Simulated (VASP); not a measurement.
# SnSe (zincblende type) (F-43m) in VASP: a series of runs, part 2 of 2

VASP 6.6.1.

### 3 Density of states, PBE

This run uses another cell than the first one, of 38.92 Å³/atom, 1.818 times its volume.

The input, POSCAR:

```
SnSe
1.0
    0.0000000000      3.3889699714      3.3889699714
    3.3889699714      0.0000000000      3.3889699714
    3.3889699714      3.3889699714      0.0000000000
Sn Se
1 1
Direct
    0.0000000000      0.0000000000      0.0000000000
    0.2500000000      0.2500000000      0.2500000000
```

The input, INCAR.step1:

```
SYSTEM = SnSe
  PREC = Accurate
  ENCUT = 400
  EDIFF = 1E-6
  ISMEAR = -1
  SIGMA = 0.05
  LREAL = .False.
  LASPH = .True.
  NELM = 120
  ALGO = Normal
  ISIF = 2
  LWAVE = .False.
  LCHARG = .True.
  GGA = PE
  NBANDS = 17
  GGA_COMPAT = .False.
  NEDOS = 2001
  LORBIT = 11
```

The input, KPOINTS.step1:

```
regular mesh
0
Gamma
  11 11 11
  0 0 0
```

The input, INCAR.step2:

```
SYSTEM = SnSe
  PREC = Accurate
  ENCUT = 400
  EDIFF = 1E-6
  ISMEAR = -5
  SIGMA = 0.05
  LREAL = .False.
  LASPH = .True.
  NELM = 120
  ALGO = Normal
  ISIF = 2
  LWAVE = .False.
  LCHARG = .False.
  GGA = PE
  LORBIT = 11
  NBANDS = 17
  NEDOS = 2001
  ICHARG = 11
  GGA_COMPAT = .False.
```

The input, KPOINTS.step2:

```
regular mesh
0
Gamma
  17 17 17
  0 0 0
```

Potentials or basis: VASP PAW PBE potentials, release 64 (Sn_d, Se).

On the command line:

```
$ cat potpaw_PBE.64/Sn_d/POTCAR potpaw_PBE.64/Se/POTCAR > POTCAR
$ cp INCAR.step1 INCAR
$ cp KPOINTS.step1 KPOINTS
$ mpirun -np 1 vasp_std > vasp.out
$ cp INCAR.step2 INCAR
$ cp KPOINTS.step2 KPOINTS
$ mpirun -np 1 vasp_std > vasp.out
```

OUTCAR:

```text
SYSTEM = SnSe
   PREC = Accurate
   ENCUT = 400
   EDIFF = 1E-6
   ISMEAR = -5
   LREAL = .False.
   LASPH = .True.
   NELM = 120
   ISIF = 2
   GGA = PE
   LORBIT = 11
   ICHARG = 11

 ion  position               nearest neighbor table
   1  0.000  0.000  0.000-   2 2.93   2 2.93   2 2.93   2 2.93
   2  0.250  0.250  0.250-   1 2.93   1 2.93   1 2.93   1 2.93

  LATTYP: Found a face centered cubic cell.
 ALAT       =     6.7779399428

  Lattice vectors:

 A1 = (   0.0000000000,   3.3889699714,   3.3889699714)
 A2 = (   3.3889699714,   0.0000000000,   3.3889699714)
 A3 = (   3.3889699714,   3.3889699714,   0.0000000000)

Analysis of symmetry for initial positions (statically):
=====================================================================
 Subroutine PRICEL returns:
 Original cell was already a primitive cell.

 Routine SETGRP: Setting up the symmetry group for a
 face centered cubic supercell.

 Subroutine GETGRP returns: Found 24 space group operations
 (whereof 24 operations were pure point group operations)
 out of a pool of 48 trial point group operations.

The static configuration has the point symmetry T_d .

Analysis of symmetry for dynamics (positions and initial velocities):
=====================================================================
 Subroutine PRICEL returns:
 Original cell was already a primitive cell.

 Routine SETGRP: Setting up the symmetry group for a
 face centered cubic supercell.

 Subroutine GETGRP returns: Found 24 space group operations
 (whereof 24 operations were pure point group operations)
 out of a pool of 48 trial point group operations.

The dynamic configuration has the point symmetry T_d .

 Subroutine INISYM returns: Found 24 space group operations
 (whereof 24 operations are pure point group operations),
 and found     1 'primitive' translations

----------------------------------------------------------------------------------------

                                     Primitive cell

  volume of cell :      77.8454

  direct lattice vectors                    reciprocal lattice vectors
     0.000000000  3.388969971  3.388969971    -0.147537454  0.147537454  0.147537454
     3.388969971  0.000000000  3.388969971     0.147537454 -0.147537454  0.147537454
     3.388969971  3.388969971  0.000000000     0.147537454  0.147537454 -0.147537454

  length of vectors
     4.792727296  4.792727296  4.792727296     0.255542366  0.255542366  0.255542366

  position of ions in fractional coordinates (direct lattice)
     0.000000000  0.000000000  0.000000000
     0.250000000  0.250000000  0.250000000

  ion indices of the primitive-cell ions
   primitive index   ion index
                 1           1
                 2           2

----------------------------------------------------------------------------------------

 KPOINTS: regular mesh

Automatic generation of k-mesh.
 Grid dimensions read from file:
 generate k-points for:   17   17   17

 Generating k-lattice:

  Cartesian coordinates                     Fractional coordinates (reciprocal lattice)
    -0.008678674  0.008678674  0.008678674     0.058823529  0.000000000  0.000000000
     0.008678674 -0.008678674  0.008678674     0.000000000  0.058823529  0.000000000
     0.008678674  0.008678674 -0.008678674     0.000000000  0.000000000  0.058823529

  Length of vectors
     0.015031904  0.015031904  0.015031904

  Shift w.r.t. Gamma in fractional coordinates (k-lattice)
     0.000000000  0.000000000  0.000000000

 TETIRR: Found    693 inequivalent tetrahedra from    29478

 Subroutine IBZKPT returns following result:
 ===========================================

 Found    165 irreducible k-points:

 Following reciprocal coordinates:
            Coordinates               Weight
  0.000000  0.000000  0.000000      1.000000
  0.058824  0.000000  0.000000      8.000000
  0.117647  0.000000  0.000000      8.000000
  0.176471  0.000000  0.000000      8.000000
  0.235294  0.000000  0.000000      8.000000
  0.294118  0.000000  0.000000      8.000000
[... 16 lines left out ...]
 -0.176471  0.058824  0.000000     24.000000
 -0.117647  0.058824  0.000000     24.000000
 [... further k-points ...]
   k-points           NKPTS =    165   k-points in BZ     NKDIM =    165   number of bands    NBANDS=     17
   number of dos      NEDOS =   2001   number of ions     NIONS =      2
   total plane-waves  NPLWV =  32768
   dimension x,y,z NGX =    32 NGY =   32 NGZ =   32
   dimension x,y,z NGXF=    64 NGYF=   64 NGZF=   64
   ions per type =               1   1
   NGX,Y,Z   is equivalent  to a cutoff of  11.10, 11.10, 11.10 a.u.
   NGXF,Y,Z  is equivalent  to a cutoff of  22.20, 22.20, 22.20 a.u.
 SYSTEM =  SnSe
   PREC   = accura    normal or accurate (medium, high low for compatibility)
   ISTART =      0    job   : 0-new  1-cont  2-samecut
   ICHARG =     11    charge: 1-file 2-atom 10-const
   ISPIN  =      1    spin polarized calculation?
   LNONCOLLINEAR =      F non collinear calculations
   LSORBIT =      F    spin-orbit coupling
   LASPH  =      T    aspherical Exc in radial PAW
   ENCUT  =  400.0 eV  29.40 Ry    5.42 a.u.   7.82  7.82  7.82*2*pi/ulx,y,z
   NELM   =    120;   NELMIN=  2; NELMDL=  0     # of ELM steps
   EDIFF  = 0.1E-05   stopping-criterion for ELM
   LREAL  =      F    real-space projection
[... 7 lines left out ...]
   TEBEG  =    0.0;   TEEND  =   0.0 temperature during run
   PSTRESS=    0.0 pullay stress
   NELECT =      20.0000    total number of electrons
   NUPDOWN=      -1.0000    fix difference up-down
   EMIN   =  10.00;   EMAX   =-10.00  energy-range for DOS
   EFERMI =   0.00;   METHOD = LEGACY
   ISMEAR =    -5;   SIGMA  =   0.05  broadening in eV -4-tet -1-fermi 0-gaus
   EFERMI_NEDOS =   21; number of points for ismear=-14 and -15
   IALGO  =     38    algorithm
   IMIX   =      4    mixing-type and parameters
     AMIX     =   0.40;   BMIX     =  1.00
     AMIX_MAG =   1.60;   BMIX_MAG =  1.00
  volume/ion in A,a.u.               =      38.92       262.66
  Fermi-wavevector in a.u.,A,eV,Ry     =   1.040736  1.966705 14.736889  1.083131
  Thomas-Fermi vector in A             =   2.175325
   LORBIT       =     11    0 simple, 1 ext, 2 COOP (PROOUT), +10 PAW based schemes
   GGA     = PE    functional components
   LHFCALC =     F    Hartree Fock is set to
   AEXX    =    0.0000 exact exchange contribution
   IVDW    =     0    specifies the selected vdW correction
   LEPSILON=     F    determine dielectric tensor
   LRPA    =     F    only Hartree local field effects (RPA)
 non-spin polarized calculation
 Fermi weights with tetrahedron method with Bloechl corrections
  energy-cutoff  :      400.00
  volume of cell :       77.85
 maximum number of plane-waves:      1429

 number of electron      19.9999990 magnetization

 Free energy of the ion-electron system (eV)
  ---------------------------------------------------
  ext. energy  EPLUGINS =         0.00000000
  ---------------------------------------------------
  free energy    TOTEN  =        -7.75492188 eV

  energy without entropy =       -7.75492188  energy(sigma->0) =       -7.75492188

 E-fermi :   2.7917     XC(G=0):  -7.7425

 val. band max:        2.7892545305   @ k =  -0.2941   0.4706   0.2353
 cond. band min:       2.8796919399   @ k =   0.4706   0.4706   0.0000
 fundamental gap:      0.0904374094
 Fermi energy:         2.7917082134

 k-point     1 :       0.0000    0.0000    0.0000
  band No.  band energies     occupation
      1     -18.9615      2.00000
      2     -18.9615      2.00000
      3     -18.9615      2.00000
      4     -18.9498      2.00000
      5     -18.9498      2.00000
      6     -10.3386      2.00000
[... 9 lines left out ...]
     16      10.2473      0.00000
     17      11.4073      0.00000

 k-point     2 :       0.0588    0.0000    0.0000
  band No.  band energies     occupation
      1     -18.9616      2.00000
      2     -18.9614      2.00000
      3     -18.9614      2.00000
      4     -18.9499      2.00000
      5     -18.9499      2.00000
      6     -10.3257      2.00000
[... 9 lines left out ...]
     16      10.0803      0.00000
     17      11.2744      0.00000
[... 421 lines left out ...]
 k-point    24 :      -0.1176    0.0588    0.0000
  band No.  band energies     occupation
      1     -18.9622      2.00000
      2     -18.9610      2.00000
      3     -18.9607      2.00000
      4     -18.9499      2.00000
      5     -18.9497      2.00000
      6     -10.2601      2.00000
[... 9 lines left out ...]
     16       9.8254      0.00000
     17      11.2071      0.00000

 [... further k-points ...]
[... 5 lines left out ...]
  --------------------------------------------------------------------------------------
  -------------------------------------------------------------------------------------
  Total        0.0252953      0.0252953      0.0252953     -0.0000000     -0.0000000     -0.0000000
  in kB        0.5206160      0.5206160      0.5206160     -0.0000000     -0.0000000     -0.0000000
  external PRESSURE =       0.5206160 kB  Pullay stress =       0.0000000 kB

 VOLUME and BASIS-vectors are now :
 -----------------------------------------------------------------------------
  energy-cutoff  :      400.00
  volume of cell :       77.85
      direct lattice vectors                 reciprocal lattice vectors
     0.000000000  3.388969971  3.388969971    -0.147537454  0.147537454  0.147537454
     3.388969971  0.000000000  3.388969971     0.147537454 -0.147537454  0.147537454
     3.388969971  3.388969971  0.000000000     0.147537454  0.147537454 -0.147537454

 POSITION                                       TOTAL-FORCE (eV/Angst)
 -----------------------------------------------------------------------------------
      0.00000      0.00000      0.00000        -0.000000     -0.000000     -0.000000
      1.69448      1.69448      1.69448         0.000000      0.000000      0.000000
 -----------------------------------------------------------------------------------
    total drift:                                0.000000      0.000000      0.000000

  FREE ENERGIE OF THE ION-ELECTRON SYSTEM (eV)
  ---------------------------------------------------
  free  energy   TOTEN  =        -7.7549218754 eV

  energy  without entropy=       -7.7549218754  energy(sigma->0) =       -7.75492188

 total charge

# of ion       s       p       d       tot
------------------------------------------
    1        1.412   0.656   9.966  12.034
    2        1.484   2.290   0.015   3.790
--------------------------------------------------
tot          2.896   2.946   9.982  15.824
```

It took 57 s on 1 thread of AMD EPYC 9R45 (Zen 5), shared host; peak memory 0.25 GiB.

What came out:

```yaml
Valence_electrons_inside_the_program's_atomic_spheres: Sn 12.03; Se 3.79
```

Caveat: spin-orbit coupling is left out, which moves the levels of the heavy elements.
